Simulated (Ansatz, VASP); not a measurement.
Two plane-wave programs on TaN

The input INCAR:

```
SYSTEM = TaN
PREC = Accurate ; ENCUT = 520
EDIFF = 1E-8 ; ISMEAR = -1
SIGMA = 0.02 ; LREAL = .False.
LASPH = .True. ; NELM = 80
ALGO = Normal ; ISIF = 2
LWAVE = .False. ; LCHARG = .False.
GGA = PS ; LEFG = .True.
NBANDS = 15
```

The input KPOINTS:

```
Automatic mesh
0
Gamma
  12 12 10
  0 0 0
```

POSCAR

```
TaN
1.0
    2.9574563715      0.0000000000      0.0000000000
   -1.4787281858      2.5612323484      0.0000000000
    0.0000000000      0.0000000000      2.9020932717
Ta N
1 1
Direct
    0.3333333333      0.6666666667      0.5000000000
    0.0000000000      0.0000000000      0.0000000000
```

Input for Ansatz:

```yaml
crystal:
  lattice:
    - [2.9574563715, 0.0, 0.0]
    - [-1.4787281858, 2.5612323484, 0.0]
    - [0.0, 0.0, 2.9020932717]
  atoms:
    - { symbol: Ta, position: [0.3333333333, 0.6666666667, 0.5] }
    - { symbol: "N", position: [0.0, 0.0, 0.0] }
kpoints:
  mp_grid: { grid: [12, 12, 10] }
scf:
  occupations: { method: fermi_dirac, width: 0.02 }
hamiltonian:
  xc: pbesol
  pseudopotentials: { kind: paw }
output:
  forces: true
  stress: true
  eigenvalues: true
  efg: { contact_densities: true }
```

Change from the starting cell: volume scaled by 1.02, PAW files.

Alike in both runs: task electric field gradients; functional PBEsol; k mesh 12 × 12 × 10; occupations fermi-dirac, width 0.02 eV; no spin polarisation.

|  | VASP | Ansatz |
| --- | --- | --- |
| version | VASP 6.6.1 | Ansatz 0.2.0 |
| potentials or method | VASP PAW PBE potentials, release 64 (Ta_pv, N) | PAW with Ansatz's default frozen-core files, scalar-relativistic |
| plane-wave cutoff (eV) | 520 | 420 |
| valence electrons in the cell | 16 | 18 |

VASP gave:

* pressure (GPa): -10.7
* traceless stress, the component that is largest in VASP (GPa): -0.58
* size of Vzz on the site where it differs most (V/Å²): 21.9

Task: Which values does Ansatz return?

Result: Pressure (GPa): -11.4; traceless stress, the component that is largest in VASP (GPa): -0.70; size of Vzz on the site where it differs most (V/Å²): 54.5.

VASP's potentials were made for PBE, not for PBEsol. With one functional, cell and mesh, what is left measures potentials, basis and numerics. VASP's potentials hold 16 valence electrons a cell and Ansatz's 18, so a difference there can come from the potentials and not from the codes.

Neither program's run includes spin-orbit coupling.
